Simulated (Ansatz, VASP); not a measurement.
## Hf2N: VASP beside Ansatz

Contents of INCAR:

```
SYSTEM = Hf2N
PREC = Accurate
ENCUT = 600
EDIFF = 1E-6
ISMEAR = 0
SIGMA = 0.1
LREAL = .FALSE.
LASPH = .TRUE.
NELM = 100
ALGO = Normal
ISIF = 3
LWAVE = .FALSE.
LCHARG = .FALSE.
GGA = PS
IBRION = 2
NSW = 80
EDIFFG = -0.05
```

KPOINTS

```
Automatic mesh
0
G
  6 6 4
  0 0 0
```

POSCAR

```
Hf2N
1.0
    5.3505725559      0.0000000000      0.0000000000
   -2.6752862780      4.6337317582      0.0000000000
    0.0000000000      0.0000000000      4.9933032523
Hf N
6 3
Direct
    0.6668041045      0.6668041045      0.7527922812
    0.0000000000      0.3331958955      0.7527922812
    0.3331958955      0.0000000000      0.7527922812
    0.3331958955      0.3331958955      0.2472077188
    0.0000000000      0.6668041045      0.2472077188
    0.6668041045      0.0000000000      0.2472077188
    0.6666666667      0.3333333333      0.5000000000
    0.3333333333      0.6666666667      0.5000000000
    0.0000000000      0.0000000000      0.0000000000
```

Input for Ansatz:

```yaml
crystal:
  lattice:
    - [5.3505725559, 0.0, 0.0]
    - [-2.675286278, 4.6337317582, 0.0]
    - [0.0, 0.0, 4.9933032523]
  atoms:
    - { symbol: Hf, position: [0.6668041045, 0.6668041045, 0.7527922812] }
    - { symbol: Hf, position: [0.0, 0.3331958955, 0.7527922812] }
    - { symbol: Hf, position: [0.3331958955, 0.0, 0.7527922812] }
    - { symbol: Hf, position: [0.3331958955, 0.3331958955, 0.2472077188] }
    - { symbol: Hf, position: [0.0, 0.6668041045, 0.2472077188] }
    - { symbol: Hf, position: [0.6668041045, 0.0, 0.2472077188] }
    - { symbol: "N", position: [0.6666666667, 0.3333333333, 0.5] }
    - { symbol: "N", position: [0.3333333333, 0.6666666667, 0.5] }
    - { symbol: "N", position: [0.0, 0.0, 0.0] }
basis:
  ecutwfc: 420
kpoints:
  mp_grid: { grid: [6, 6, 4] }
hamiltonian:
  xc: pbesol
scf:
  occupations: { method: gaussian, width: 0.1 }
output:
  forces: true
  stress: true
  eigenvalues: true
relax:
  adjacent_minimum: "off"
  f_tol: 0.05
  max_steps: 60
  cell: { stress_tol: 0.5 }
```

Alike in both runs: task relaxation of cell and atoms; functional PBEsol; k mesh 6 × 6 × 4; occupations gaussian, width 0.1 eV; no spin polarisation.

|  | VASP | Ansatz |
| --- | --- | --- |
| version | VASP 6.6.1 | Ansatz 0.2.0 |
| potentials or method | VASP PAW PBE potentials, release 64 (Hf_pv, N), cutoff 600 eV | scalar-relativistic, plane waves, PAW |
| valence electrons in the cell | 75 | 171 |

```tsv
	VASP	Ansatz	Ansatz less VASP
gap on the k mesh at the Fermi level, each at its own relaxed structure (eV)	none	none	-
relaxed volume (Å³/atom)	14.91	14.95	+0.045
relaxed cell length with the largest relative difference (Å)	5.073	5.082	+0.0081
```

VASP's potentials were made for PBE, not for PBEsol. A gap of «none» marks a metal or a gap that the smearing closes. VASP's potentials hold 75 valence electrons a cell and Ansatz's 171, so a difference there can come from the potentials and not from the codes.

Neither program's run includes spin-orbit coupling.
